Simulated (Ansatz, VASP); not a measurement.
**Rh in VASP and in Ansatz**

The input INCAR:

```
  ALGO = Normal
  EDIFF = 1E-8
  ENCUT = 520
  GGA = PS
  ISIF = 2
  ISMEAR = -1
  LASPH = True
  LCHARG = False
  LEFG = True
  LREAL = False
  LWAVE = False
  NBANDS = 14
  NELM = 60
  PREC = Accurate
  SIGMA = 0.08
```

KPOINTS

```
k-points
0
Gamma
  16 16 16
```

Contents of POSCAR:

```
Rh
1.0
    0.0000000000      1.9265732643      1.9265732643
    1.9265732643      0.0000000000      1.9265732643
    1.9265732643      1.9265732643      0.0000000000
Rh
1
Direct
    0.0000000000      0.0000000000      0.0000000000
```

Input for Ansatz:

```yaml
crystal:
  lattice:
    - [0.0, 1.9265732643, 1.9265732643]
    - [1.9265732643, 0.0, 1.9265732643]
    - [1.9265732643, 1.9265732643, 0.0]
  atoms:
    - { symbol: Rh, position: [0.0, 0.0, 0.0] }
kpoints:
  mp_grid: { grid: [16, 16, 16] }
scf:
  occupations: { method: fermi_dirac, width: 0.08 }
hamiltonian:
  xc: pbesol
  pseudopotentials: { kind: paw }
output:
  forces: true
  stress: true
  eigenvalues: true
  efg: { contact_densities: true }
```

Change from the starting cell: volume scaled by 1.04, PAW files.

Alike in both runs: task electric field gradients; functional PBEsol; k mesh 16 × 16 × 16; occupations fermi-dirac, width 0.08 eV; no spin polarisation.

|  | VASP | Ansatz |
| --- | --- | --- |
| version | VASP 6.6.1 | Ansatz 0.2.0 |
| potentials or method | VASP PAW PBE potentials, release 64 (Rh_pv) | PAW with Ansatz's default frozen-core files, scalar-relativistic |
| plane-wave cutoff (eV) | 520 | 420 |
| valence electrons in the cell | 15 | 17 |

|  | VASP | Ansatz | Ansatz less VASP |
| --- | --- | --- | --- |
| pressure (GPa) | -14.4 | -14.4 | +0.06 |

VASP's potentials were made for PBE, not for PBEsol. The functional is the same, so the differences come from potentials, cutoffs and numerics. VASP's potentials hold 15 valence electrons a cell and Ansatz's 17, so a difference there can come from the potentials and not from the codes.
